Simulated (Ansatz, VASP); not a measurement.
## Ru: VASP beside Ansatz

Contents of INCAR:

```
ALGO = Normal
EDIFF = 1E-6
ENCUT = 520
GGA = PS
ISIF = 2
ISMEAR = 0
LASPH = True
LCHARG = True
LELF = True
LREAL = False
LVHAR = True
LWAVE = False
NBANDS = 21
NELM = 80
PREC = Accurate
SIGMA = 0.1
```

KPOINTS

```
k-points
0
Gamma
  6 6 4
```

The input POSCAR:

```
Ru
1.0
    2.7234704832      0.0000000000      0.0000000000
   -1.3617352416      2.3585946249      0.0000000000
    0.0000000000      0.0000000000      4.3108796116
Ru
2
Direct
    0.3333333333      0.6666666667      0.2500000000
    0.6666666667      0.3333333333      0.7500000000
```

Input for Ansatz:

```yaml
crystal:
  lattice:
    - [2.7234704832, 0.0, 0.0]
    - [-1.3617352416, 2.3585946249, 0.0]
    - [0.0, 0.0, 4.3108796116]
  atoms:
    - { symbol: Ru, position: [0.3333333333, 0.6666666667, 0.25] }
    - { symbol: Ru, position: [0.6666666667, 0.3333333333, 0.75] }
basis:
  ecutwfc: 420
kpoints:
  mp_grid: { grid: [6, 6, 4] }
hamiltonian:
  xc: pbesol
scf:
  occupations: { method: gaussian, width: 0.1 }
output:
  forces: true
  stress: true
  eigenvalues: true
```

Alike in both runs: task single point; functional PBEsol; k mesh 6 × 6 × 4; occupations gaussian, width 0.1 eV; no spin polarisation.

|  | VASP | Ansatz |
| --- | --- | --- |
| version | VASP 6.6.1 | Ansatz 0.2.0 |
| potentials or method | VASP PAW PBE potentials, release 64 (Ru_pv), cutoff 520 eV | scalar-relativistic, plane waves, PAW |
| valence electrons in the cell | 28 | 32 |

```tsv
	VASP	Ansatz	Ansatz less VASP
gap on the k mesh at the Fermi level (eV)	none	none	-
pressure (GPa)	-11.6	-11.5	+0.11
traceless stress, the component that is largest in VASP (GPa)	-4.46	-4.48	-0.014
```

VASP's potentials were made for PBE, not for PBEsol. A gap of «none» marks a metal or a gap that the smearing closes. The functional is the same, so the differences come from potentials, cutoffs and numerics. VASP's potentials hold 28 valence electrons a cell and Ansatz's 32, so a difference there can come from the potentials and not from the codes.

The k mesh is coarse, so the values compare programs but aren't converged.
